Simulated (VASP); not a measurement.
# GaN (P6_3mc) in VASP: further runs, part 2 of 2

VASP 6.6.1.

## Step 4: Single point, LDA, non-collinear spin, zero start, spin-orbit coupling

INCAR

```
SYSTEM = GaN
PREC     = Accurate       ! precision mode
ENCUT    = 520            ! plane-wave cutoff, eV
EDIFF    = 1E-7           ! SCF threshold, eV
ISMEAR   = -1             ! smearing method
SIGMA    = 0.05           ! smearing width, eV
LREAL    = .False.        ! projectors in reciprocal space
LASPH    = .True.         ! aspherical terms in the spheres
NELM     = 150            ! most SCF steps
ALGO     = Normal         ! electronic algorithm
ISIF     = 2              ! what is computed and relaxed
LWAVE    = .False.        ! write WAVECAR
LCHARG   = .False.        ! write CHGCAR
MAGMOM   = 0 0 0 0 0 0 0 0 0 0 0 0 ! initial moments
LORBIT   = 11             ! projections on sites
LSORBIT  = .True.         ! spin-orbit coupling
GGA_COMPAT= .False.      
LORBMOM  = .True.       
NBANDS   = 50             ! bands
```

KPOINTS

```
Automatic mesh
0
Gamma
  10 10 5
  0 0 0
```

POSCAR

```
GaN
1.0
    3.1800000000      0.0000000000      0.0000000000
   -1.5900000000      2.7539607840      0.0000000000
    0.0000000000      0.0000000000      5.1660000000
Ga N
2 2
Direct
    0.6666666667      0.3333333333      0.5000000000
    0.3333333333      0.6666666667      0.0000000000
    0.6666666667      0.3333333333      0.8750000000
    0.3333333333      0.6666666667      0.3750000000
```

Potentials or basis: VASP PAW LDA potentials, release 64 (Ga_d, N).

Launch:

```bash
cat potpaw_LDA.64/Ga_d/POTCAR potpaw_LDA.64/N/POTCAR > POTCAR
mpirun -np 1 vasp_ncl > vasp.out
```

OUTCAR:

```text
SYSTEM = GaN
   PREC = Accurate
   ENCUT = 520
   EDIFF = 1E-7
   ISMEAR = -1
   LREAL = .False.
   LASPH = .True.
   NELM = 150
   ISIF = 2
   LORBIT = 11
   LSORBIT = .True.

 ion  position               nearest neighbor table
   1  0.667  0.333  0.500-   3 1.94   4 1.95   4 1.95   4 1.95
   2  0.333  0.667  0.000-   4 1.94   3 1.95   3 1.95   3 1.95
   3  0.667  0.333  0.875-   1 1.94   2 1.95   2 1.95   2 1.95
   4  0.333  0.667  0.375-   2 1.94   1 1.95   1 1.95   1 1.95

  LATTYP: Found a hexagonal cell.
 ALAT       =     3.1800000000
 C/A-ratio  =     1.6245283019

  Lattice vectors:

 A1 = (   3.1800000000,   0.0000000000,   0.0000000000)
 A2 = (  -1.5900000000,   2.7539607840,   0.0000000000)
 A3 = (   0.0000000000,   0.0000000000,   5.1660000000)

Analysis of symmetry for initial positions (statically):
=====================================================================
 Subroutine PRICEL returns:
 Original cell was already a primitive cell.

 Routine SETGRP: Setting up the symmetry group for a
 hexagonal supercell.

 Subroutine GETGRP returns: Found 12 space group operations
 (whereof  6 operations were pure point group operations)
 out of a pool of 24 trial point group operations.

The static configuration has the point symmetry C_3v.
 The point group associated with its full space group is C_6v.

Analysis of symmetry for dynamics (positions and initial velocities):
=====================================================================
 Subroutine PRICEL returns:
 Original cell was already a primitive cell.

 Routine SETGRP: Setting up the symmetry group for a
 hexagonal supercell.

 Subroutine GETGRP returns: Found 12 space group operations
 (whereof  6 operations were pure point group operations)
 out of a pool of 24 trial point group operations.

The dynamic configuration has the point symmetry C_3v.
 The point group associated with its full space group is C_6v.

Analysis of structural, dynamic, and magnetic symmetry:
=====================================================================
 Subroutine PRICEL returns:
[... 1450 lines left out ...]
  1         0.000  -0.000   0.000
  2        -0.000   0.000   0.000
  3         0.000   0.000   0.000
  4        -0.000   0.000  -0.000
 ----------------------------------------
           -0.000   0.000   0.000

 orbital moment (z)

 # of ion     p       d       tot
 ----------------------------------------
  1         0.000   0.000   0.000
  2         0.000  -0.000  -0.000
  3        -0.000   0.000  -0.000
  4         0.000   0.000   0.000
 ----------------------------------------
            0.000  -0.000   0.000

 Spin-Orbit-Coupling matrix elements

 Ion:    1  E_soc:     -0.0112910
 l=   1
     0.0000000    -0.0010428    -0.0010402
    -0.0010428     0.0000000    -0.0010428
    -0.0010402    -0.0010428     0.0000000
 l=   2
     0.0000000    -0.0001662     0.0000000    -0.0001662    -0.0006771
    -0.0001662     0.0000000    -0.0005073    -0.0001633    -0.0001662
     0.0000000    -0.0005073     0.0000000    -0.0005073     0.0000000
    -0.0001662    -0.0001633    -0.0005073     0.0000000    -0.0001662
    -0.0006771    -0.0001662     0.0000000    -0.0001662     0.0000000
 l=   3
     0.0000000     0.0000000     0.0000000     0.0000000     0.0000000     0.0000000     0.0000000
     0.0000000     0.0000000     0.0000000     0.0000000     0.0000000     0.0000000     0.0000000
     0.0000000     0.0000000     0.0000000     0.0000000     0.0000000     0.0000000     0.0000000
     0.0000000     0.0000000     0.0000000     0.0000000     0.0000000     0.0000000     0.0000000
[... 49 lines left out ...]
 l=   2
     0.0000000     0.0000000     0.0000000     0.0000000     0.0000000
     0.0000000     0.0000000     0.0000000     0.0000000     0.0000000
     0.0000000     0.0000000     0.0000000     0.0000000     0.0000000
     0.0000000     0.0000000     0.0000000     0.0000000     0.0000000
     0.0000000     0.0000000     0.0000000     0.0000000     0.0000000
 l=   3
     0.0000000     0.0000000     0.0000000     0.0000000     0.0000000     0.0000000     0.0000000
     0.0000000     0.0000000     0.0000000     0.0000000     0.0000000     0.0000000     0.0000000
     0.0000000     0.0000000     0.0000000     0.0000000     0.0000000     0.0000000     0.0000000
     0.0000000     0.0000000     0.0000000     0.0000000     0.0000000     0.0000000     0.0000000
     0.0000000     0.0000000     0.0000000     0.0000000     0.0000000     0.0000000     0.0000000
     0.0000000     0.0000000     0.0000000     0.0000000     0.0000000     0.0000000     0.0000000
     0.0000000     0.0000000     0.0000000     0.0000000     0.0000000     0.0000000     0.0000000

 total charge

# of ion       s       p       d       tot
------------------------------------------
    1        0.798   0.921  10.184  11.902
    2        0.798   0.921  10.184  11.902
    3        1.209   2.496   0.000   3.705
    4        1.209   2.496   0.000   3.705
--------------------------------------------------
tot          4.014   6.834  20.367  31.215

 magnetization (x)

# of ion       s       p       d       tot
------------------------------------------
    1        0.000   0.000   0.000   0.000
    2        0.000  -0.000  -0.000  -0.000
    3        0.000   0.000   0.000   0.000
    4       -0.000   0.000   0.000  -0.000
--------------------------------------------------
tot          0.000  -0.000   0.000  -0.000

 magnetization (y)

# of ion       s       p       d       tot
------------------------------------------
    1        0.000  -0.000   0.000  -0.000
    2        0.000  -0.000   0.000  -0.000
    3        0.000   0.000   0.000   0.000
    4        0.000  -0.000   0.000  -0.000
--------------------------------------------------
tot          0.000   0.000   0.000   0.000

 magnetization (z)

# of ion       s       p       d       tot
------------------------------------------
    1       -0.000   0.000   0.000  -0.000
    2        0.000   0.000   0.000   0.000
    3       -0.000   0.000   0.000   0.000
    4       -0.000   0.000   0.000   0.000
--------------------------------------------------
tot         -0.000   0.000   0.000   0.000
```

OSZICAR:

```text
N       E                     dE             d eps       ncg     rms          rms(c)
DAV:   1     0.390930459270E+03    0.39093E+03   -0.15802E+04  8010   0.269E+03
DAV:   2     0.475743513546E+02   -0.34336E+03   -0.31843E+03  7080   0.672E+02
[... 11 lines left out ...]
DAV:  14    -0.279122139608E+02    0.44467E-05   -0.17957E-05 10048   0.582E-02    0.734E-03
DAV:  15    -0.279122131988E+02    0.76199E-06   -0.49925E-06  9906   0.282E-02    0.914E-03
DAV:  16    -0.279122127860E+02    0.41281E-06   -0.10957E-06 12428   0.209E-02    0.971E-03
DAV:  17    -0.279122125530E+02    0.23302E-06   -0.31061E-07  7264   0.119E-02    0.755E-03
DAV:  18    -0.279122123271E+02    0.22585E-06   -0.22316E-07  7568   0.979E-03    0.398E-03
DAV:  19    -0.279122122510E+02    0.76081E-07   -0.28382E-07  5296   0.657E-03
   1 F= -.27912212E+02 E0= -.27912212E+02  d E =-.412707E-10  mag=     0.0000    -0.0000     0.0000
```

stdout:

```text
POSCAR found type information on POSCAR GaN
 POSCAR found :  2 types and       4 ions
 scaLAPACK will be used
 LDA part: xc-table for (Slater(with rela. corr.)+CA(PZ))
 , standard interpolation
 POSCAR, INCAR and KPOINTS ok, starting setup
 FFT: planning ... GRIDC
 FFT: planning ... GRID_SOFT
 FFT: planning ... GRID
 WAVECAR not read
 entering main loop
```

Wall time 6.9 min (1 thread of Oxide Virtual Turin-like, shared host); peak memory 0.32 GiB.

Results:

```yaml
Free_energy: -27.9122 eV
Pressure: -3.4 GPa
Largest_force: 0.128 eV/Å
Net_moment: 0.00 μB per cell
Valence_electrons_inside_the_program's_atomic_spheres: Ga 11.90; N 3.71
```

Forces in eV/Å, atoms in the order of the input:
```
Ga   0.000  0.000 -0.128
Ga   0.000  0.000 -0.128
N    0.000  0.000  0.128
N    0.000  0.000  0.128
```

Moments on the atoms (μB; x, y, z):
```
Ga  0.00 0.00 0.00
Ga  0.00 0.00 0.00
N   0.00 0.00 0.00
N   0.00 0.00 0.00
```

Caveat: the cell stands under tension.

## Step 5: Summary

| level | potentials or basis | spin | k mesh | grid for exact exchange (PRECFOCK) | share of exact exchange | gap on the mesh (eV) | pressure (GPa) | largest force (eV/Å) |
| --- | --- | --- | --- | --- | --- | --- | --- | --- |
| r2SCAN-based global hybrid with 50 % exact exchange | VASP PAW PBE potentials, release 64 (Ga_d, N) | off | 6 × 6 × 3 | Normal | 0.5 | 6.21 | -5.5 | 0.17 |
| PBEsol-based global hybrid with 25 % exact exchange | VASP PAW PBE potentials, release 64 (Ga_d, N) | off | 6 × 6 × 3 | Normal | 0.25 | 3.93 | -3.7 | 0.15 |
| LDA | VASP PAW LDA potentials, release 64 (Ga_d, N) | non-collinear, zero start, SOC | 10 × 10 × 5 | - | - | - | -3.4 | 0.13 |

Alike in all rows: task single point; cell as given; cutoff (eV) 520; smearing fermi-dirac 0.05 eV.

Caveats: the cell stands under tension; the PAW data sets were made with another functional, which shifts forces and pressure a little (at least some runs).

Absolute energies hang on the potentials; compare differences alone.
